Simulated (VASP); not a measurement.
# Be (P6_3/mmc) in VASP: a series of runs

Be is run at these levels: r2SCAN; tasks: single point.

Program: VASP 6.6.1. These are calculated values, not measurements. Logs are shortened: lines on timing, memory, paths and dates and some standing lists are left out, and cuts for length are marked.

## 1. The cell of the first run

Symmetry: P6_3/mmc, No. 194, hexagonal system. The conventional cell has a = 2.185 Å, b = 2.185 Å, c = 3.455 Å, α = 90.00°, β = 90.00°, γ = 120.00°. Within 2.8 Å of Be (site symmetry -6m2) lie 12 Be at 2.14 to 2.18 Å.

## 2. Single point, r2SCAN

File POSCAR:

```
Be
1.0
    2.1848516742      0.0000000000      0.0000000000
   -1.0924258371      1.8921370534      0.0000000000
    0.0000000000      0.0000000000      3.4547019822
Be
2
Direct
    0.3333333333      0.6666666667      0.2500000000
    0.6666666667      0.3333333333      0.7500000000
```

File INCAR.step1:

```
SYSTEM = Be
PREC     = Accurate       ! precision mode
ENCUT    = 520            ! plane-wave cutoff, eV
ISMEAR   = -1             ! smearing method
SIGMA    = 0.05           ! smearing width, eV
LREAL    = .False.        ! projectors in reciprocal space
LASPH    = .True.         ! aspherical terms in the spheres
NELM     = 60             ! most SCF steps
NBANDS   = 9              ! bands
GGA      = PE             ! functional
ALGO     = Normal         ! electronic algorithm
EDIFF    = 1E-4           ! SCF threshold, eV
LWAVE    = .True.         ! write WAVECAR
LCHARG   = .False.        ! write CHGCAR
```

File INCAR.step2:

```
SYSTEM = Be
PREC     = Accurate       ! precision mode
ENCUT    = 520            ! plane-wave cutoff, eV
EDIFF    = 1E-7           ! SCF threshold, eV
ISMEAR   = -1             ! smearing method
SIGMA    = 0.05           ! smearing width, eV
LREAL    = .False.        ! projectors in reciprocal space
LASPH    = .True.         ! aspherical terms in the spheres
NELM     = 60             ! most SCF steps
ALGO     = Normal         ! electronic algorithm
ISIF     = 2              ! what is computed and relaxed
LWAVE    = .False.        ! write WAVECAR
LCHARG   = .True.         ! write CHGCAR
METAGGA  = R2SCAN         ! meta-GGA
LMIXTAU  = .True.       
LELF     = .True.         ! ELF
LVHAR    = .True.       
NBANDS   = 9              ! bands
ISTART   = 1
```

File KPOINTS:

```
Automatic mesh
0
Gamma
  24 24 14
  0 0 0
```

Potentials or basis: VASP PAW PBE potentials, release 64 (Be).

On the command line:

```bash
$ cat potpaw_PBE.64/Be/POTCAR > POTCAR
$ cp INCAR.step1 INCAR
$ mpirun -np 1 vasp_std > vasp.out
$ cp INCAR.step2 INCAR
$ mpirun -np 1 vasp_std > vasp.out
```

OUTCAR:

```text
SYSTEM = Be
   PREC = Accurate
   ENCUT = 520
   EDIFF = 1E-7
   ISMEAR = -1
   LREAL = .False.
   LASPH = .True.
   NELM = 60
   ISIF = 2
   METAGGA = R2SCAN
   ISTART = 1

 ion  position               nearest neighbor table
   1  0.333  0.667  0.250-   2 2.14   2 2.14   2 2.14   2 2.14   2 2.14   2 2.14
   2  0.667  0.333  0.750-   1 2.14   1 2.14   1 2.14   1 2.14   1 2.14   1 2.14

  LATTYP: Found a hexagonal cell.
 ALAT       =     2.1848516742
 C/A-ratio  =     1.5812066435

  Lattice vectors:

 A1 = (   2.1848516742,   0.0000000000,   0.0000000000)
 A2 = (  -1.0924258371,   1.8921370534,   0.0000000000)
 A3 = (   0.0000000000,   0.0000000000,   3.4547019822)

Analysis of symmetry for initial positions (statically):
=====================================================================
 Subroutine PRICEL returns:
 Original cell was already a primitive cell.

 Routine SETGRP: Setting up the symmetry group for a
 hexagonal supercell.

 Subroutine GETGRP returns: Found 24 space group operations
 (whereof 12 operations were pure point group operations)
 out of a pool of 24 trial point group operations.

The static configuration has the point symmetry D_3d.
 The point group associated with its full space group is D_6h.

Analysis of symmetry for dynamics (positions and initial velocities):
=====================================================================
 Subroutine PRICEL returns:
 Original cell was already a primitive cell.

 Routine SETGRP: Setting up the symmetry group for a
 hexagonal supercell.

 Subroutine GETGRP returns: Found 24 space group operations
 (whereof 12 operations were pure point group operations)
 out of a pool of 24 trial point group operations.

The dynamic configuration has the point symmetry D_3d.
 The point group associated with its full space group is D_6h.

 Subroutine INISYM returns: Found 24 space group operations
 (whereof 12 operations are pure point group operations),
 and found     1 'primitive' translations

----------------------------------------------------------------------------------------

                                     Primitive cell

  volume of cell :      14.2819

  direct lattice vectors                    reciprocal lattice vectors
     2.184851674  0.000000000  0.000000000     0.457696974  0.264251471  0.000000000
    -1.092425837  1.892137053  0.000000000     0.000000000  0.528502942  0.000000000
     0.000000000  0.000000000  3.454701982     0.000000000  0.000000000  0.289460569

  length of vectors
     2.184851674  2.184851674  3.454701982     0.528502942  0.528502942  0.289460569

  position of ions in fractional coordinates (direct lattice)
     0.333333333  0.666666667  0.250000000
     0.666666667  0.333333333  0.750000000

  ion indices of the primitive-cell ions
   primitive index   ion index
                 1           1
                 2           2

----------------------------------------------------------------------------------------

 KPOINTS: Automatic mesh

Automatic generation of k-mesh.
 Grid dimensions read from file:
 generate k-points for:   24   24   14

 Generating k-lattice:

  Cartesian coordinates                     Fractional coordinates (reciprocal lattice)
     0.019070707  0.011010478  0.000000000     0.041666667  0.000000000  0.000000000
     0.000000000  0.022020956  0.000000000     0.000000000  0.041666667  0.000000000
     0.000000000  0.000000000  0.020675755     0.000000000  0.000000000  0.071428571

  Length of vectors
     0.022020956  0.022020956  0.020675755

  Shift w.r.t. Gamma in fractional coordinates (k-lattice)
     0.000000000  0.000000000  0.000000000

 Subroutine IBZKPT returns following result:
 ===========================================

 Found    488 irreducible k-points:

 Following reciprocal coordinates:
            Coordinates               Weight
  0.000000  0.000000  0.000000      1.000000
  0.041667  0.000000  0.000000      6.000000
  0.083333  0.000000  0.000000      6.000000
  0.125000  0.000000  0.000000      6.000000
  0.166667  0.000000  0.000000      6.000000
  0.208333  0.000000  0.000000      6.000000
[... 16 lines left out ...]
  0.416667  0.041667  0.000000     12.000000
  0.458333  0.041667  0.000000     12.000000
 [... further k-points ...]
   k-points           NKPTS =    488   k-points in BZ     NKDIM =    488   number of bands    NBANDS=      9
   number of dos      NEDOS =    301   number of ions     NIONS =      2
   total plane-waves  NPLWV =   7168
   dimension x,y,z NGX =    16 NGY =   16 NGZ =   28
   dimension x,y,z NGXF=    32 NGYF=   32 NGZF=   56
   ions per type =               2
   NGX,Y,Z   is equivalent  to a cutoff of  12.17, 12.17, 13.47 a.u.
   NGXF,Y,Z  is equivalent  to a cutoff of  24.35, 24.35, 26.95 a.u.
 SYSTEM =  Be
   PREC   = accura    normal or accurate (medium, high low for compatibility)
   ISTART =      1    job   : 0-new  1-cont  2-samecut
   ICHARG =      0    charge: 1-file 2-atom 10-const
   ISPIN  =      1    spin polarized calculation?
   LNONCOLLINEAR =      F non collinear calculations
   LSORBIT =      F    spin-orbit coupling
   LASPH  =      T    aspherical Exc in radial PAW
   ENCUT  =  520.0 eV  38.22 Ry    6.18 a.u.   4.06  4.06  6.42*2*pi/ulx,y,z
   NELM   =     60;   NELMIN=  2; NELMDL=  0     # of ELM steps
   EDIFF  = 0.1E-06   stopping-criterion for ELM
   LREAL  =      F    real-space projection
   EDIFFG = 0.1E-05   stopping-criterion for IOM
   NSW    =      0    number of steps for IOM
   IBRION =     -1    ionic relax: 0-MD 1-quasi-New 2-CG
   NFREE  =      0    steps in history (QN), initial steepest desc. (CG)
   ISIF   =      2    stress and relaxation
   ISYM   =      2    0-nonsym 1-usesym 2-fastsym
   POTIM  = 0.5000    time-step for ionic-motion
   TEBEG  =    0.0;   TEEND  =   0.0 temperature during run
   PSTRESS=    0.0 pullay stress
   NELECT =       4.0000    total number of electrons
   NUPDOWN=      -1.0000    fix difference up-down
   EMIN   =  10.00;   EMAX   =-10.00  energy-range for DOS
   EFERMI =   0.00;   METHOD = LEGACY
   ISMEAR =    -1;   SIGMA  =   0.05  broadening in eV -4-tet -1-fermi 0-gaus
   EFERMI_NEDOS =   21; number of points for ismear=-14 and -15
   IALGO  =     38    algorithm
   IMIX   =      4    mixing-type and parameters
     AMIX     =   0.40;   BMIX     =  1.00
     AMIX_MAG =   1.60;   BMIX_MAG =  1.00
  volume/ion in A,a.u.               =       7.14        48.19
  Fermi-wavevector in a.u.,A,eV,Ry     =   1.071108  2.024100 15.609577  1.147272
  Thomas-Fermi vector in A             =   2.206838
   LORBIT       =      0    0 simple, 1 ext, 2 COOP (PROOUT), +10 PAW based schemes
   METAGGA = R2SCAN    functional components
   LHFCALC =     F    Hartree Fock is set to
   AEXX    =    0.0000 exact exchange contribution
   IVDW    =     0    specifies the selected vdW correction
   LEPSILON=     F    determine dielectric tensor
   LRPA    =     F    only Hartree local field effects (RPA)
 non-spin polarized calculation
  energy-cutoff  :      520.00
  volume of cell :       14.28
 maximum number of plane-waves:       394
   NGX =  9   NGY =  9   NGZ = 13

 number of electron       4.0000000 magnetization

 Free energy of the ion-electron system (eV)
  ---------------------------------------------------
  ext. energy  EPLUGINS =         0.00000000
  ---------------------------------------------------
  free energy    TOTEN  =        -8.61103608 eV

  energy without entropy =       -8.60945761  energy(sigma->0) =       -8.61024684

 E-fermi :   7.9487     XC(G=0): -11.6215

 val. band max:        7.9296922594   @ k =   0.2917   0.2917   0.0714
 cond. band min:       7.9838210139   @ k =   0.2917   0.2917   0.0000
 fundamental gap:      0.0541287546
 Fermi energy:         7.9486765286

 k-point     1 :       0.0000    0.0000    0.0000
  band No.  band energies     occupation
      1      -4.8439      2.00000
      2       2.8002      2.00000
      3       9.3425      0.00000
      4      26.7946      0.00000
      5      26.7946      0.00000
      6      30.0117      0.00000
      7      30.0117      0.00000
      8      32.4178      0.00000
      9      38.3218      0.00000

 k-point     2 :       0.0417    0.0000    0.0000
  band No.  band energies     occupation
      1      -4.7880      2.00000
      2       2.8750      2.00000
      3       9.3570      0.00000
      4      26.2632      0.00000
      5      26.3729      0.00000
      6      30.0287      0.00000
      7      30.2793      0.00000
      8      32.3133      0.00000
      9      37.3692      0.00000

 k-point     3 :       0.0833    0.0000    0.0000
  band No.  band energies     occupation
      1      -4.6199      2.00000
      2       3.0993      2.00000
      3       9.3984      0.00000
      4      24.8898      0.00000
      5      25.4505      0.00000
      6      30.0489      0.00000
      7      30.6968      0.00000
      8      31.9608      0.00000
      9      35.6917      0.00000

 k-point     4 :       0.1250    0.0000    0.0000
  band No.  band energies     occupation
      1      -4.3396      2.00000
      2       3.4729      2.00000
      3       9.4598      0.00000
      4      23.0685      0.00000
      5      24.3957      0.00000
      6      30.0188      0.00000
      7      30.8475      0.00000
      8      31.2463      0.00000
      9      33.7577      0.00000
[... 205 lines left out ...]
 k-point    22 :       0.3750    0.0417    0.0000
  band No.  band energies     occupation
      1       0.2064      2.00000
      2       6.9574      2.00000
      3       9.4718      0.00000
      4      15.1419      0.00000
      5      18.7306      0.00000
      6      18.7647      0.00000
      7      22.0390      0.00000
      8      28.0972      0.00000
      9      31.1909      0.00000

 k-point    23 :       0.4167    0.0417    0.0000
  band No.  band energies     occupation
      1       1.2228      2.00000
      2       5.7478      2.00000
      3      10.8204      0.00000
      4      15.4521      0.00000
      5      16.8863      0.00000
      6      18.1433      0.00000
      7      21.1957      0.00000
      8      27.8747      0.00000
      9      31.2231      0.00000

 k-point    24 :       0.4583    0.0417    0.0000
  band No.  band energies     occupation
      1       2.0927      2.00000
      2       4.7569      2.00000
      3      12.0007      0.00000
      4      15.4382      0.00000
      5      15.8072      0.00000
      6      17.6772      0.00000
      7      20.7672      0.00000
      8      27.7617      0.00000
      9      31.2416      0.00000

 [... further k-points ...]

------------------------ aborting loop because EDIFF is reached ----------------------------------------

  FORCE on cell =-STRESS in cart. coord.  units (eV):
  Direction    XX          YY          ZZ          XY          YZ          ZX
  --------------------------------------------------------------------------------------
  -------------------------------------------------------------------------------------
  Total        1.3549572      1.3549572      1.3689059      0.0000000      0.0000000      0.0000000
  in kB      152.0026037    152.0026038    153.5673972      0.0000000      0.0000000      0.0000000
  external PRESSURE =     152.5242016 kB  Pullay stress =       0.0000000 kB

 VOLUME and BASIS-vectors are now :
 -----------------------------------------------------------------------------
  energy-cutoff  :      520.00
  volume of cell :       14.28
      direct lattice vectors                 reciprocal lattice vectors
     2.184851674  0.000000000  0.000000000     0.457696974  0.264251471  0.000000000
    -1.092425837  1.892137053  0.000000000     0.000000000  0.528502942  0.000000000
     0.000000000  0.000000000  3.454701982     0.000000000  0.000000000  0.289460569

 POSITION                                       TOTAL-FORCE (eV/Angst)
 -----------------------------------------------------------------------------------
     -0.00000      1.26142      0.86368        -0.000000     -0.000000      0.000000
      1.09243      0.63071      2.59103         0.000000      0.000000      0.000000
 -----------------------------------------------------------------------------------
    total drift:                                0.000000     -0.000000      0.000000

  FREE ENERGIE OF THE ION-ELECTRON SYSTEM (eV)
  ---------------------------------------------------
  free  energy   TOTEN  =        -8.6110360773 eV

  energy  without entropy=       -8.6094576081  energy(sigma->0) =       -8.61024684
```

Wall time 1.7 min (1 thread of AMD EPYC 7R13 (Zen 3), shared host); peak memory 0.13 GiB.

Results:

| Quantity | Value |
| --- | --- |
| Free energy | -8.6110 eV |
| Pressure | 15.3 GPa |
| Band gap on the k mesh | zero (band 2 reaches 9.09 eV, above the bottom of band 3 at 6.76 eV) |

Stress tensor (GPa, compression positive):
```
15.20  0.00  0.00
 0.00 15.20  0.00
 0.00  0.00 15.36
```

Caveat: the PAW data sets were made with another functional, which shifts forces and pressure a little.

## 3. Single point, r2SCAN

This run uses another cell than the first one, of 7.36 Å³/atom, 1.031 times its volume.

File POSCAR:

```
Be
1.0
    2.2080013906      0.0000000000      0.0000000000
   -1.1040006953      1.9121852958      0.0000000000
    0.0000000000      0.0000000000      3.4874211792
Be
2
Direct
    0.3333333333      0.6666666667      0.2500000000
    0.6666666667      0.3333333333      0.7500000000
```

File INCAR.step1:

```
SYSTEM = Be
ALGO = Normal
EDIFF = 1E-4
ENCUT = 520
GGA = PE
ISMEAR = -1
LASPH = .True.
LCHARG = .False.
LREAL = .False.
LWAVE = .True.
NBANDS = 9
NELM = 60
PREC = Accurate
SIGMA = 0.05
```

File INCAR.step2:

```
SYSTEM = Be
ALGO = Normal
EDIFF = 1E-7
ENCUT = 520
ISIF = 2
ISMEAR = -1
ISTART = 1
LASPH = .True.
LCHARG = .False.
LMIXTAU = .True.
LREAL = .False.
LWAVE = .False.
METAGGA = R2SCAN
NBANDS = 9
NELM = 60
PREC = Accurate
SIGMA = 0.05
```

File KPOINTS:

```
k-points
0
Gamma
  24 24 14
  0 0 0
```

Potentials or basis: VASP PAW PBE potentials, release 64 (Be).

On the command line:

```bash
$ cat potpaw_PBE.64/Be/POTCAR > POTCAR
$ cp INCAR.step1 INCAR
$ mpirun -np 1 vasp_std > vasp.out
$ cp INCAR.step2 INCAR
$ mpirun -np 1 vasp_std > vasp.out
```

Wall time 2.2 min (1 thread of AMD EPYC 7R13 (Zen 3), shared host); peak memory 0.13 GiB.

It converged, with:

| Quantity | Value |
| --- | --- |
| Free energy | -8.6461 eV |
| Pressure | 10.2 GPa |
| Band gap on the k mesh | zero (band 2 reaches 8.81 eV, above the bottom of band 3 at 6.52 eV) |

Stress tensor (GPa, compression positive):
```
10.19  0.00  0.00
 0.00 10.19  0.00
 0.00  0.00 10.33
```

Levels at points of the mesh, in eV from the Fermi level:
```
           k point  band 1  band 2  band 3  band 4  band 5  band 6
(0.00, 0.00, 0.00)  -12.61   -5.01    1.30   18.40   18.40   21.56
(0.50, 0.00, 0.00)   -5.62   -3.38    4.15    7.07    7.72   10.84
(0.00, 0.00, 0.50)  -10.22  -10.22   11.98   11.98   20.30   20.30
(0.50, 0.00, 0.50)   -4.04   -4.04    1.84    1.84   13.76   13.76
```

Caveat: the PAW data sets were made with another functional, which shifts forces and pressure a little.

(Part 1 of 2 ends here.)
